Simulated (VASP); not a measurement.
# SnO2 (R-3m) in VASP: vibrations by perturbation theory with LDA

Aim: the vibrations by perturbation theory of SnO2 with LDA.

All numbers are computed with VASP 6.6.1; they aren't measurements. Logs are shortened: lines on timing, memory, paths and dates and some standing lists are left out, and cuts for length are marked.

## (1) The cell of the first run

Symmetry: R-3m, No. 166, trigonal system. Conventional cell: a = 3.234 Å, b = 3.234 Å, c = 14.402 Å, α = 90.00°, β = 90.00°, γ = 120.00°. Within 2.8 Å of Sn (site symmetry -3m) lie 6 O at 2.13 Å. Within 2.8 Å of O (site symmetry 3m) lie 3 Sn at 2.13 Å and 3 O at 2.76 Å.

## (2) Vibrations by perturbation theory, LDA

File INCAR:

```
PREC     = Accurate       # precision mode
ENCUT    = 520            # plane-wave cutoff, eV
EDIFF    = 1E-8           # SCF threshold, eV
ISMEAR   = 0              # smearing method
SIGMA    = 0.01           # smearing width, eV
LREAL    = F              # projectors in reciprocal space
LASPH    = T              # aspherical terms in the spheres
NELM     = 80             # most SCF steps
ALGO     = Normal         # electronic algorithm
ISIF     = 2              # what is computed and relaxed
LWAVE    = F              # write WAVECAR
LCHARG   = F              # write CHGCAR
IBRION   = 8              # ionic algorithm
NSW      = 1              # ionic steps
LEPSILON = T              # dielectric tensor by DFPT
```

File KPOINTS:

```
regular mesh
0
Gamma
  6 6 6
```

File POSCAR:

```
SnO2
1.0
    1.6170930800      0.9336291200      4.8005925800
   -1.6170930800      0.9336291200      4.8005925800
    0.0000000000     -1.8672582400      4.8005925800
Sn O
1 2
Direct
    0.5000000007      0.5000000007      0.5000000007
    0.2371700002      0.2371700002      0.2371700002
    0.7628300005      0.7628300005      0.7628300005
```

Potentials or basis: VASP PAW LDA potentials, release 64 (Sn_d, O).

Command:

```bash
$ cat potpaw_LDA.64/Sn_d/POTCAR potpaw_LDA.64/O/POTCAR > POTCAR
$ mpirun -np 1 vasp_std > vasp.out
```

OUTCAR:

```text
PREC = Accurate
   ENCUT = 520
   EDIFF = 1E-8
   ISMEAR = 0
   LREAL = F
   LASPH = T
   NELM = 80
   ISIF = 2
   IBRION = 8
   NSW = 1
   LEPSILON = T

 ion  position               nearest neighbor table
   1  0.500  0.500  0.500-   2 2.13   3 2.13   2 2.13   2 2.13   3 2.13   3 2.13
   2  0.237  0.237  0.237-   1 2.13   1 2.13   1 2.13
   3  0.763  0.763  0.763-   1 2.13   1 2.13   1 2.13

  LATTYP: Found a trigonal (rhomboedric) cell.
 ALAT       =     5.1509554922
 COS(alpha) =     0.8028828377

  Lattice vectors:

 A1 = (   1.6170930800,   0.9336291200,   4.8005925800)
 A2 = (  -1.6170930800,   0.9336291200,   4.8005925800)
 A3 = (   0.0000000000,  -1.8672582400,   4.8005925800)

Analysis of symmetry for initial positions (statically):
=====================================================================
 Subroutine PRICEL returns:
 Original cell was already a primitive cell.

 Routine SETGRP: Setting up the symmetry group for a
 trigonal (rhombohedral) supercell.

 Subroutine GETGRP returns: Found 12 space group operations
 (whereof 12 operations were pure point group operations)
 out of a pool of 12 trial point group operations.

The static configuration has the point symmetry D_3d.

Analysis of symmetry for dynamics (positions and initial velocities):
=====================================================================
 Subroutine PRICEL returns:
 Original cell was already a primitive cell.

 Routine SETGRP: Setting up the symmetry group for a
 trigonal (rhombohedral) supercell.

 Subroutine GETGRP returns: Found 12 space group operations
 (whereof 12 operations were pure point group operations)
 out of a pool of 12 trial point group operations.

The dynamic configuration has the point symmetry D_3d.

 Subroutine INISYM returns: Found 12 space group operations
 (whereof 12 operations are pure point group operations),
 and found     1 'primitive' translations

----------------------------------------------------------------------------------------

                                     Primitive cell

  volume of cell :      43.4866

  direct lattice vectors                    reciprocal lattice vectors
     1.617093080  0.933629120  4.800592580     0.309196797  0.178514855  0.069435872
    -1.617093080  0.933629120  4.800592580    -0.309196797  0.178514855  0.069435872
     0.000000000 -1.867258240  4.800592580     0.000000000 -0.357029709  0.069435872

  length of vectors
     5.150955492  5.150955492  5.150955489     0.363719057  0.363719057  0.363719059

  position of ions in fractional coordinates (direct lattice)
     0.500000001  0.500000001  0.500000001
     0.237170000  0.237170000  0.237170000
     0.762830001  0.762830001  0.762830001

  ion indices of the primitive-cell ions
   primitive index   ion index
                 1           1
                 2           2
                 3           3

----------------------------------------------------------------------------------------

 KPOINTS: regular mesh

Automatic generation of k-mesh.
 Grid dimensions read from file:
 generate k-points for:    6    6    6

 Generating k-lattice:

  Cartesian coordinates                     Fractional coordinates (reciprocal lattice)
     0.051532799  0.029752476  0.011572645     0.166666667 -0.000000000  0.000000000
    -0.051532799  0.029752476  0.011572645    -0.000000000  0.166666667  0.000000000
     0.000000000 -0.059504952  0.011572645     0.000000000  0.000000000  0.166666667

  Length of vectors
     0.060619843  0.060619843  0.060619843
[... 623 lines left out ...]

 Free energy of the ion-electron system (eV)
  ---------------------------------------------------
  ---------------------------------------------------
  free energy    TOTEN  =        -0.45093313 eV

  energy without entropy =       -0.45093313

------------------------ aborting loop because EDIFF is reached ----------------------------------------

--------------------------------------- Ionic step        2  -------------------------------------------

------------------------ aborting loop because EDIFF is reached ----------------------------------------

--------------------------------------- Ionic step        3  -------------------------------------------

------------------------ aborting loop because EDIFF is reached ----------------------------------------

 PIEZOELECTRIC TENSOR FIELD DIRECTION 3  (e Angst)
 -----------------------------------------------------------------------------
     0.00070  0.00000 -0.00000           (  0.00000  0.00000  0.00000)
     0.00000  0.00070  0.00000           (  0.00000  0.00000  0.00000)
    -0.00000  0.00000 -0.00081           (  0.00000  0.00000 -0.00002)

 PIEZOELECTRIC TENSOR FIELD DIRECTION 3  (C/m^2)
 -----------------------------------------------------------------------------
     0.00026  0.00000 -0.00000
     0.00000  0.00026  0.00000
    -0.00000  0.00000 -0.00030

--------------------------------------- Ionic step        4  -------------------------------------------

------------------------ aborting loop because EDIFF is reached ----------------------------------------

[... ionic steps 5 to 5 ...]

--------------------------------------- Ionic step        6  -------------------------------------------

------------------------ aborting loop because EDIFF is reached ----------------------------------------

--------------------------------------- Ionic step        7  -------------------------------------------

------------------------ aborting loop because EDIFF is reached ----------------------------------------

[... ionic steps 8 to 8 ...]

--------------------------------------- Ionic step        9  -------------------------------------------

 Free energy of the ion-electron system (eV)
  ---------------------------------------------------
  ---------------------------------------------------
  free energy    TOTEN  =        -0.37199958 eV

  energy without entropy =       -0.37199958

------------------------ aborting loop because EDIFF is reached ----------------------------------------

 INTERNAL STRAIN TENSOR  FOR ION    2  DIRECTION 3   (eV/Angst):
 -----------------------------------------------------------------------------
    -8.38585  0.00000 -0.00000
     0.00000 -8.38585  0.00000
     0.00000  0.00000-13.42227

 MACROSCOPIC STATIC DIELECTRIC TENSOR (including local field effects in DFT)
 ------------------------------------------------------
           4.561502     0.000000     0.000000
           0.000000     4.561502    -0.000000
           0.000000     0.000000     2.889830
 ------------------------------------------------------

 PIEZOELECTRIC TENSOR (including local field effects)  for field in x, y, z        (e  Angst)
          XX          YY          ZZ          XY          YZ          ZX
  --------------------------------------------------------------------------------
  x     0.00000     0.00000     0.00000     0.00000     0.00000     0.00000
  y     0.00000     0.00000     0.00000     0.00000     0.00000     0.00000
  z     0.00000     0.00000     0.00000     0.00000     0.00000     0.00000

 PIEZOELECTRIC TENSOR (including local field effects)  for field in x, y, z        (C/m^2)
          XX          YY          ZZ          XY          YZ          ZX
  --------------------------------------------------------------------------------
  x     0.00000     0.00000     0.00000     0.00000     0.00000     0.00000
  y     0.00000     0.00000     0.00000     0.00000     0.00000     0.00000
  z     0.00000     0.00000     0.00000     0.00000     0.00000     0.00000

 BORN EFFECTIVE CHARGES (including local field effects) (in |e|, cummulative output)
 ---------------------------------------------------------------------------------
 ion    1
    1     4.45411     0.00000     0.00000
    2     0.00000     4.45411    -0.00000
    3     0.00000     0.00000     1.95487
 ion    2
    1    -2.22706     0.00000     0.00000
    2     0.00000    -2.22706     0.00000
    3     0.00000    -0.00000    -0.97744
 ion    3
    1    -2.22706     0.00000     0.00000
    2     0.00000    -2.22706     0.00000
    3     0.00000    -0.00000    -0.97744

 INTERNAL STRAIN TENSOR FOR ION    3 for displacements in x,y,z  (eV/Angst):
          X           Y           Z          XY          YZ          ZX
  --------------------------------------------------------------------------------
  x    -0.00000     0.00000     0.00000    -0.20911    -0.00000     9.90892
  y    -0.20911     0.20911     0.00000    -0.00000    10.27236     0.00000
  z     8.38585     8.38585    13.42227     0.00000     0.00000     0.00000

 SECOND DERIVATIVES (NOT SYMMETRIZED)
 ------------------------------------
               1X          1Y          1Z          2X          2Y          2Z          3X          3Y          3Z
  1X   -12.326040    0.000000    0.000000    6.163020    0.000000    0.000000    6.163020    0.000000    0.000000
  1Y     0.000000  -12.326040    0.000000    0.000000    6.163020   -0.000000    0.000000    6.163020   -0.000000
  1Z     0.000000    0.000000  -18.756726    0.000000    0.000000    9.378363    0.000000    0.000000    9.378363
  2X     6.164907   -0.000000    0.000000   -8.191571    0.000000    0.000000    2.026664    0.000000    0.000000
  2Y     0.000000    6.164907   -0.000000    0.000000   -8.191571   -0.000000    0.000000    2.026664   -0.000000
  2Z     0.000000    0.000000    9.361584    0.000000    0.000000  -11.026685    0.000000   -0.000000    1.665102
  3X     6.164907   -0.000000    0.000000    2.026664    0.000000    0.000000   -8.191571    0.000000    0.000000
  3Y     0.000000    6.164907   -0.000000    0.000000    2.026664   -0.000000    0.000000   -8.191571   -0.000000
  3Z     0.000000    0.000000    9.361584    0.000000   -0.000000    1.665102    0.000000    0.000000  -11.026685

 Eigenvectors and eigenvalues of the dynamical matrix
 ----------------------------------------------------

   1 f  =   13.923619 THz    87.484677 2PiTHz  464.441930 cm-1    57.583434 meV
             X         Y         Z           dx          dy          dz
      0.000000  0.000000  7.200889    -0.000000    0.000000    0.000000
      0.000000  0.000000  3.415670    -0.000000    0.000000   -0.707107
      0.000000  0.000000 10.986108     0.000000   -0.000000    0.707107
[... 43 lines left out ...]
   9 f/i=    0.004937 THz     0.031021 2PiTHz    0.164686 cm-1     0.020418 meV
             X         Y         Z           dx          dy          dz
      0.000000  0.000000  7.200889    -0.000000   -0.000000    0.887340
      0.000000  0.000000  3.415670    -0.000000   -0.000000    0.326058
      0.000000  0.000000 10.986108    -0.000000   -0.000000    0.326058

--------------------------------------------------------------------------------------------------------

 MACROSCOPIC STATIC DIELECTRIC TENSOR IONIC CONTRIBUTION
 ------------------------------------------------------
           6.696763     0.000000    -0.000000
           0.000000     6.696763     0.000000
          -0.000000     0.000000     0.848298
 ------------------------------------------------------

 ELASTIC MODULI CONTR FROM IONIC RELAXATION (kBar)
 Direction    XX          YY          ZZ          XY          YZ          ZX
 --------------------------------------------------------------------------------
 XX        -408.5937   -407.9630   -653.4845     -0.0000     15.4899      0.0000
 YY        -407.9630   -408.5936   -653.4845     -0.0000    -15.4899      0.0000
 ZZ        -653.4845   -653.4845  -1045.9580     -0.0000      0.0000      0.0000
 XY          -0.0000     -0.0000     -0.0000     -0.3153     -0.0000     14.9418
 YZ          15.4899    -15.4899      0.0000     -0.0000   -760.9382      0.0000
 ZX           0.0000      0.0000      0.0000     14.9418      0.0000   -708.0462
 --------------------------------------------------------------------------------

 PIEZOELECTRIC TENSOR IONIC CONTR  for field in x, y, z        (C/m^2)
          XX          YY          ZZ          XY          YZ          ZX
  --------------------------------------------------------------------------------
  x     0.00000     0.00000     0.00000    -0.00000     0.00000     0.00000
  y    -0.00000    -0.00000    -0.00000    -0.00000    -0.00000     0.00000
  z    -0.00000    -0.00000    -0.00000     0.00000    -0.00000    -0.00000
```

Wall time 18 min (1 thread of Intel Xeon Platinum 8375C at 2.90GHz (Ice Lake), shared host); peak memory 0.4 GiB.

What came out:

* Electronic dielectric tensor (diagonal): 4.56, 4.56, 2.89
* Born charges (mean of the diagonal): Sn +3.62; O -1.81 e
* Highest phonon frequency at Γ, LO-TO splitting left out: 464 cm⁻¹

Phonon frequencies in cm⁻¹ (negative: imaginary):
```csv
q point,frequencies
"(0.000, 0.000, 0.000)",0 0 0 365 365 417 417 450 464
```

Electronic dielectric tensor:
```
4.56 0.00 0.00
0.00 4.56 0.00
0.00 0.00 2.89
```

Born effective charge tensors (e):
atom 1, Sn
```
4.45 0.00 0.00
0.00 4.45 0.00
0.00 0.00 1.95
```
atom 2, O
```
-2.23  0.00  0.00
 0.00 -2.23  0.00
 0.00  0.00 -0.98
```
atom 3, O
```
-2.23  0.00  0.00
 0.00 -2.23  0.00
 0.00  0.00 -0.98
```

Caveat: the k points lie up to 0.38 Å⁻¹ apart; the cell wasn't relaxed at this level first, which shifts response properties; spin-orbit coupling is left out, which moves the levels of the heavy elements.
